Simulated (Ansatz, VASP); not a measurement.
# Sb: VASP beside Ansatz

```xyz
2
Lattice="3.0146 0.0000 0.0000 0.0000 4.1975 0.0000 -0.0376 0.0000 4.2538" Properties=species:S:1:pos:R:3 pbc="T T T"
Sb    2.9518    3.1481    3.2279
Sb    0.0253    1.0494    1.0259
```

Alike in both runs: task single point; functional PBE; k mesh 12 × 8 × 8; occupations gaussian, width 0.05 eV; no spin polarisation.

|  | VASP | Ansatz |
| --- | --- | --- |
| version | VASP 6.6.1 | Ansatz 0.2.0 |
| potentials or method | VASP PAW PBE potentials, release 64 (Sb), cutoff 520 eV | scalar-relativistic, plane waves, PAW |
| valence electrons in the cell | 10 | 30 |

Ansatz gave:

```
gap on the k mesh at the Fermi level (eV)                     : none
pressure (GPa)                                                : 8.0
traceless stress, the component that is largest in VASP (GPa) : -1.52
rms of the force components (eV/Å)                            : 0.162
```

Q: What did VASP give for the same quantities?

A: gap on the k mesh at the Fermi level (eV): none; pressure (GPa): 8.1; traceless stress, the component that is largest in VASP (GPa): -1.51; rms of the force components (eV/Å): 0.169.

Atom by atom the forces differ by 0.007 eV/Å (rms over components). A gap of «none» marks a metal or a gap that the smearing closes. VASP's potentials hold 10 valence electrons a cell and Ansatz's 30, so a difference there can come from the potentials and not from the codes.

Spin-orbit coupling is off throughout.
